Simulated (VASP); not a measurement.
The system is ZnS.

```
Zn S
1.0
     0.00000    2.52452    2.52452
     2.52452    0.00000    2.52452
     2.52452    2.52452    0.00000
Zn S
1 1
Direct
  0.00000 0.00000 0.00000
  0.25000 0.25000 0.25000
```

- Program: VASP 6.6.1
- Task: relaxation of cell and atoms
- Functional: PBE
- Potentials or basis: VASP PAW PBE potentials, release 64 (Zn, S)
- Cutoff: 600 eV
- k mesh: 8 × 8 × 8
- Occupations: fermi-dirac, width 0.02 eV
- Spin: no spin polarisation

At the start: pressure 26.2 GPa; volume 16.09 Å³/atom.

**Question.** Where does the relaxation end?

**Answer.** Over 6 steps the energy falls by 273.6 meV/atom and the volume is 20.20 Å³/atom (+25.5 %); space group F-43m (No. 216, to 0.05 Å).

The path:
```tsv
step	energy change (eV)	largest force (eV/Å)	pressure (GPa)	volume (Å³)
1	0.0000	0.0000	26.18	32.18
2	-0.4126	0.0000	-6.80	46.04
3	-0.5472	0.0000	0.10	40.35
4	-0.5471	0.0000	-0.15	40.52
5	-0.5472	0.0000	-0.05	40.42
6	-0.5472	0.0000	0.03	40.40
```

Final structure:
```xyz
2
Lattice="0.0000 2.7233 2.7233 2.7233 0.0000 2.7233 2.7233 2.7233 0.0000" Properties=species:S:1:pos:R:3 pbc="T T T"
Zn    5.4467    5.4467    5.4467
S     1.3617    1.3617    1.3617
```

Caveat: the volume moved by over 15 % at a fixed basis, so the end points are rough.
